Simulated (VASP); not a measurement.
# Au (I4/mmm) in VASP: a series of runs, part 2 of 2

VASP 6.6.1. The steps go on from the part before.

## 5. Single point, PBEsol (strain +0.000 along x and y, -0.080 along z)

File INCAR:

```
ALGO = Normal
EDIFF = 1E-7
ENCUT = 520
GGA = PS
ISIF = 2
ISMEAR = 0
LASPH = True
LCHARG = True
LELF = True
LREAL = False
LVHAR = True
LWAVE = False
NBANDS = 12
NELM = 100
PREC = Accurate
SIGMA = 0.15
```

File KPOINTS:

```
k-points
0
Gamma
  20 20 20
```

File POSCAR:

```
Au
1.0
   -1.6572690000      1.6572690000      1.5246874800
    1.6572690000     -1.6572690000      1.5246874800
    1.6572690000      1.6572690000     -1.5246874800
Au
1
Direct
    0.0000000000      0.0000000000      0.0000000000
```

Potentials or basis: VASP PAW PBE potentials, release 64 (Au).

Command:

```console
$ cat potpaw_PBE.64/Au/POTCAR > POTCAR
$ mpirun -np 1 vasp_std > vasp.out
```

OUTCAR:

```text
EDIFF = 1E-7
   ENCUT = 520
   GGA = PS
   ISIF = 2
   ISMEAR = 0
   LASPH = True
   LREAL = False
   NELM = 100
   PREC = Accurate

 ion  position               nearest neighbor table
   1  0.000  0.000  0.000-

  LATTYP: Found a body centered tetragonal cell.
 ALAT       =     3.3145380000
 C/A-ratio  =     0.9200000000

  Lattice vectors:

 A1 = (  -1.6572690000,   1.6572690000,   1.5246874800)
 A2 = (   1.6572690000,  -1.6572690000,   1.5246874800)
 A3 = (   1.6572690000,   1.6572690000,  -1.5246874800)

Analysis of symmetry for initial positions (statically):
=====================================================================
 Subroutine PRICEL returns:
 Original cell was already a primitive cell.

 Routine SETGRP: Setting up the symmetry group for a
 body centered tetragonal supercell.

 Subroutine GETGRP returns: Found 16 space group operations
 (whereof 16 operations were pure point group operations)
 out of a pool of 16 trial point group operations.

The static configuration has the point symmetry D_4h.

Analysis of symmetry for dynamics (positions and initial velocities):
=====================================================================
 Subroutine PRICEL returns:
 Original cell was already a primitive cell.

 Routine SETGRP: Setting up the symmetry group for a
 body centered tetragonal supercell.

 Subroutine GETGRP returns: Found 16 space group operations
 (whereof 16 operations were pure point group operations)
 out of a pool of 16 trial point group operations.

The dynamic configuration has the point symmetry D_4h.

 Subroutine INISYM returns: Found 16 space group operations
 (whereof 16 operations are pure point group operations),
 and found     1 'primitive' translations

----------------------------------------------------------------------------------------

                                     Primitive cell

  volume of cell :      16.7505

[... 112 lines left out ...]
   LHFCALC =     F    Hartree Fock is set to
   AEXX    =    0.0000 exact exchange contribution
   IVDW    =     0    specifies the selected vdW correction
   LEPSILON=     F    determine dielectric tensor
   LRPA    =     F    only Hartree local field effects (RPA)
 non-spin polarized calculation
 Gauss-broadening in eV      SIGMA  =   0.15
  energy-cutoff  :      520.00
  volume of cell :       16.75
 maximum number of plane-waves:       466
 NGX is ok and might be reduce to    24
   NGX = 11   NGY = 11   NGZ = 11

 number of electron      10.9999999 magnetization

 Free energy of the ion-electron system (eV)
  ---------------------------------------------------
  ext. energy  EPLUGINS =         0.00000000
  ---------------------------------------------------
  free energy    TOTEN  =        -3.90432078 eV

  energy without entropy =       -3.90210593  energy(sigma->0) =       -3.90321335

 E-fermi :   9.6086     XC(G=0): -12.9883

 val. band max:        9.6067597548   @ k =  -0.4000   0.4500   0.1500
 cond. band min:       9.6189096622   @ k =  -0.3000   0.4500   0.1500
 fundamental gap:      0.0121499073
 Fermi energy:         9.6085778684

 k-point     1 :       0.0000    0.0000    0.0000
  band No.  band energies     occupation
      1      -0.5273      2.00000
      2       4.2521      2.00000
      3       4.8525      2.00000
      4       4.8525      2.00000
      5       6.1881      2.00000
      6       6.9184      2.00000
      7      25.5454      0.00000
      8      25.5454      0.00000
      9      27.2068      0.00000
     10      33.3309      0.00000
     11      33.3309      0.00000
     12      34.6828      0.00000
[... 331 lines left out ...]
 k-point    24 :      -0.3500    0.0500    0.0000
  band No.  band energies     occupation
      1       2.1460      2.00000
      2       3.6317      2.00000
      3       5.3615      2.00000
      4       6.5265      2.00000
      5       6.7343      2.00000
      6       7.1839      2.00000
      7      19.1694      0.00000
      8      23.0397      0.00000
      9      25.0935      0.00000
     10      29.6998      0.00000
     11      30.5963      0.00000
     12      33.9610      0.00000

 [... further k-points ...]

------------------------ aborting loop because EDIFF is reached ----------------------------------------

  FORCE on cell =-STRESS in cart. coord.  units (eV):
  Direction    XX          YY          ZZ          XY          YZ          ZX
  --------------------------------------------------------------------------------------
  -------------------------------------------------------------------------------------
  Total        0.3334342      0.3334342      0.2692310      0.0000000     -0.0000000      0.0000000
  in kB       31.8928872     31.8928872     25.7518734      0.0000000     -0.0000000      0.0000000
  external PRESSURE =      29.8458826 kB  Pullay stress =       0.0000000 kB

 VOLUME and BASIS-vectors are now :
 -----------------------------------------------------------------------------
  energy-cutoff  :      520.00
  volume of cell :       16.75
      direct lattice vectors                 reciprocal lattice vectors
    -1.657269000  1.657269000  1.524687480     0.000000000  0.301701172  0.327936057
     1.657269000 -1.657269000  1.524687480     0.301701172  0.000000000  0.327936057
     1.657269000  1.657269000 -1.524687480     0.301701172  0.301701172  0.000000000

 POSITION                                       TOTAL-FORCE (eV/Angst)
 -----------------------------------------------------------------------------------
      0.00000      0.00000      0.00000         0.000000     -0.000000      0.000000
 -----------------------------------------------------------------------------------
    total drift:                                0.000000      0.000000     -0.000000

  FREE ENERGIE OF THE ION-ELECTRON SYSTEM (eV)
  ---------------------------------------------------
  free  energy   TOTEN  =        -3.9043207824 eV

  energy  without entropy=       -3.9021059269  energy(sigma->0) =       -3.90321335
```

Run time: 61 s. Hardware: 1 thread of Intel Xeon Platinum 8259CL at 2.50GHz (Skylake/Cascade Lake), shared host; peak memory 0.25 GiB.

What came out:

```yaml
Free_energy: -3.9043 eV
Pressure: 3.0 GPa
```

Caveat: the cell differs from its parent crystal (strain +0.000 along x and y, -0.080 along z); the PAW data sets were made with another functional, which shifts forces and pressure a little; spin-orbit coupling is left out, which moves the levels of the heavy elements.

## 6. Single point, PBEsol (strain -0.040 along x and y, +0.040 along z)

File INCAR:

```
PREC = Accurate
ENCUT = 520
EDIFF = 1E-6
ISMEAR = 0
SIGMA = 0.15
LREAL = False
LASPH = True
NELM = 80
ALGO = Normal
ISIF = 2
LWAVE = False
LCHARG = False
GGA = PS
NBANDS = 12
```

File KPOINTS:

```
Automatic mesh
0
Gamma
  20 20 20
```

File POSCAR:

```
Au
1.0
   -1.5909782400      1.5909782400      1.7235597600
    1.5909782400     -1.5909782400      1.7235597600
    1.5909782400      1.5909782400     -1.7235597600
Au
1
Direct
    0.0000000000      0.0000000000      0.0000000000
```

Potentials or basis: VASP PAW PBE potentials, release 64 (Au).

Command:

```console
$ cat potpaw_PBE.64/Au/POTCAR > POTCAR
$ mpirun -np 1 vasp_std > vasp.out
```

It took 61 s on 1 thread of Intel Xeon Platinum 8259CL at 2.50GHz (Skylake/Cascade Lake), shared host; peak memory 0.25 GiB.

Results (log left out):

* Free energy: -3.9010 eV
* Pressure: -4.0 GPa

Stress tensor (GPa, compression positive):
```
-4.24  0.00  0.00
 0.00 -4.24  0.00
 0.00  0.00 -3.64
```

Levels at points of the mesh, in eV from the Fermi level:
```tsv
k point	band 2	band 3	band 4	band 5	band 6	band 7	band 8	band 9	band 10	band 11
(0.00, 0.00, 0.00)	-4.89	-4.89	-4.41	-3.22	-2.67	15.64	16.91	16.91	22.19	24.34
(0.50, 0.00, 0.00)	-5.62	-3.39	-2.62	-1.47	-0.76	3.19	12.70	14.32	21.71	22.28
(0.50, 0.50, 0.00)	-6.15	-2.64	-2.50	-1.35	-0.31	3.82	11.59	12.53	19.90	21.15
(0.50, 0.50, 0.50)	-6.64	-1.88	-1.72	-1.72	4.74	6.97	6.97	9.09	15.21	16.55
```

Caveat: the cell differs from its parent crystal (strain -0.040 along x and y, +0.040 along z); the PAW data sets were made with another functional, which shifts forces and pressure a little; spin-orbit coupling is left out, which moves the levels of the heavy elements.

## 7. Overview

```tsv
cell	gap on the mesh (eV)	pressure (GPa)
a = 2.720 Å, angles 111.8, 111.8, 104.9°, 1 atom	none	23.0
a = 2.760 Å, angles 112.9, 112.9, 102.7°, 1 atom	none	12.4
a = 2.802 Å, angles 114.1, 114.1, 100.6°, 1 atom	none	4.1
a = 2.796 Å, angles 107.3, 107.3, 113.9°, 1 atom	none	3.0
a = 2.834 Å, angles 111.7, 111.7, 105.1°, 1 atom	none	-4.0
```

Alike in all rows: task single point; level PBEsol; potentials or basis VASP PAW PBE potentials, release 64 (Au); no spin polarisation; k mesh 20 × 20 × 20; cutoff (eV) 520; smearing gaussian 0.15 eV.

Caveats: the PAW data sets were made with another functional, which shifts forces and pressure a little; spin-orbit coupling is left out, which moves the levels of the heavy elements.

Total energies depend on the potentials used, so only differences within one code and one set of settings carry meaning.
